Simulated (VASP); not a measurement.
# BaTiO3: relaxation of shape and atoms at fixed volume with PBE+U

BaTiO3:

```xyz
5
Lattice="2.8315 1.6348 2.3224 -2.8315 1.6348 2.3224 0.0000 -3.2695 2.3224" Properties=species:S:1:pos:R:3 pbc="T T T"
Ba    0.0000    0.0000    0.0187
Ti    0.0000    0.0000    3.5727
O     0.0000   -1.6094    4.5593
O    -1.3938    0.8047    4.5593
O     1.3938    0.8047    4.5593
```

This cell differs from its parent crystal: volume scaled by 0.97.

* Program: VASP 6.6.1
* Task: relaxation of shape and atoms at fixed volume
* Functional: PBE
* Potentials or basis: VASP PAW PBE potentials, release 64 (Ba_sv, Ti_sv, O)
* Cutoff: 600 eV
* k mesh: 6 × 6 × 6
* Occupations: gaussian, width 0.02 eV
* Spin: no spin polarisation
* Hubbard terms: Ti d U = 4.0 eV
* Dipole correction: no
* Further INCAR settings: ALGO = Normal; EDIFF = 1e-06; IBRION = 2; EDIFFG = -0.01; NSW = 50; ISIF = 4

```yaml
Energy_gained_by_relaxing: 15.6 meV/atom
Ionic_steps: 11
Pressure_after_relaxing: 5.8 GPa
Largest_force_after_relaxing: 0.007 eV/Å
Band_gap_on_the_k_mesh: 2.20 eV, indirect (least direct gap 2.40 eV)
```

Forces on the atoms (eV/Å):
```
Ba   0.000  0.000  0.003
Ti   0.000  0.000 -0.007
O    0.000  0.000  0.001
O    0.000  0.000  0.001
O    0.000  0.000  0.001
```

Step by step:
```
step  energy change (eV)  largest force (eV/Å)  pressure (GPa)  volume (Å³)
   1              0.0000                0.9208            8.80        64.50
   2             -0.0548                0.3397            6.67        64.50
   3             -0.0610                0.2464            6.02        64.50
   4             -0.0611                0.2287            6.06        64.50
   5             -0.0707                0.1517            5.95        64.50
   6             -0.0757                0.0832            5.84        64.50
   7             -0.0773                0.0378            5.79        64.50
   8             -0.0775                0.0252            5.77        64.50
   9             -0.0778                0.0201            5.76        64.50
  10             -0.0778                0.0199            5.76        64.50
  11             -0.0778                0.0071            5.76        64.50
```

Final structure:
```
Ba Ti O
1.0
     2.83560    1.63714    2.31560
    -2.83560    1.63714    2.31560
     0.00000   -3.27427    2.31560
Ba Ti O
1 1 3
Direct
  0.99578 0.99578 0.99578
  0.49598 0.49598 0.49598
  0.49565 0.49565 0.99564
  0.49565 0.99564 0.49565
  0.99564 0.49565 0.49565
```

Levels at points of the mesh, in eV from the valence-band top:
```tsv
k point	band 17	band 18	band 19	band 20	band 21	band 22	band 23	band 24
(0.00, 0.00, 0.00)	-1.10	-0.19	-0.19	-0.19	2.20	2.20	2.20	3.90
(0.50, 0.00, 0.00)	-1.74	-1.74	-0.79	-0.79	2.39	3.89	3.89	3.90
(0.50, 0.50, 0.00)	-1.88	-0.89	-0.89	-0.09	3.90	3.90	4.33	4.69
(0.50, 0.50, 0.50)	-2.32	0.00	0.00	0.00	4.56	4.56	4.56	6.63
```

Eigenvalues of the final occupation matrices:
```csv
site,spin,trace,eigenvalues
site 2 d,1,0.78,0.10 0.10 0.10 0.24 0.24
site 2 d,2,0.78,0.10 0.10 0.10 0.24 0.24
```

Run time: 5.1 min on 1 thread of Intel(R) Xeon(R) Platinum 8259CL CPU @ 2.50GHz (Skylake/Cascade Lake) (shared host), peak memory 0.22 GiB.

Caveat: the cell differs from its parent crystal (volume scaled by 0.97); spin-orbit coupling is left out, which moves the levels of the heavy elements. A k mesh can miss the band edges.
